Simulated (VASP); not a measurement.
## Li2S: single point with PBE

Li2S:

```
CELL_PARAMETERS angstrom
0.00713 2.85400 2.85400
2.86113 0.00000 2.86113
2.85400 2.85400 0.00713
ATOMIC_POSITIONS crystal
Li 0.25000 0.25000 0.25000
Li 0.75000 0.75000 0.75000
S 0.00000 0.00000 0.00000
```

This cell differs from its parent crystal: strain +0.0050 x Voigt [0, 0, 0, 0, 1, 0].

```json
{
 "Program": "VASP 6.6.1",
 "Task": "single point",
 "Functional": "PBE",
 "Potentials or basis": "VASP PAW PBE potentials, release 64 (Li_sv, S)",
 "Cutoff": "750 eV",
 "k mesh": "8 × 8 × 8",
 "Occupations": "gaussian, width 0.05 eV",
 "Spin": "no spin polarisation"
}
```

- Pressure: -0.2 GPa
- Largest force: 0.005 eV/Å
- Band gap on the k mesh: 3.39 eV (least direct gap 4.24 eV)

Forces in eV/Å, atoms in the order of the input:
```
Li   0.000 -0.005  0.000
Li   0.000  0.005  0.000
S    0.000  0.000  0.000
```

Stress tensor (GPa, compression positive):
```
-0.18  0.00 -0.18
 0.00 -0.18  0.00
-0.18  0.00 -0.18
```

Levels at points of the mesh, in eV from the valence-band top:
```csv
k point,band 2,band 3,band 4,band 5,band 6,band 7,band 8,band 9,band 10,band 11
"(0.00, 0.00, 0.00)",-44.15,-11.02,-0.01,-0.01,0.00,4.24,6.19,6.22,6.25,11.16
"(0.50, 0.00, 0.00)",-44.17,-10.59,-2.86,-0.52,-0.52,6.07,6.54,6.57,8.39,12.73
"(0.00, 0.50, 0.00)",-44.17,-10.59,-2.86,-0.50,-0.50,6.08,6.57,6.59,8.38,12.72
"(0.50, 0.50, 0.00)",-44.16,-10.46,-2.16,-1.41,-1.41,3.39,7.06,11.05,11.05,12.03
"(0.50, 0.00, 0.50)",-44.16,-10.46,-2.16,-1.43,-1.40,3.39,7.06,11.03,11.06,12.03
```

Wall time 41 s on 1 thread of Intel(R) Xeon(R) 6975P-C (Granite Rapids), on a shared host, peak memory 0.24 GiB.

Caveat: the cell differs from its parent crystal (strain +0.0050 x Voigt [0, 0, 0, 0, 1, 0]). A k mesh can miss the band edges.
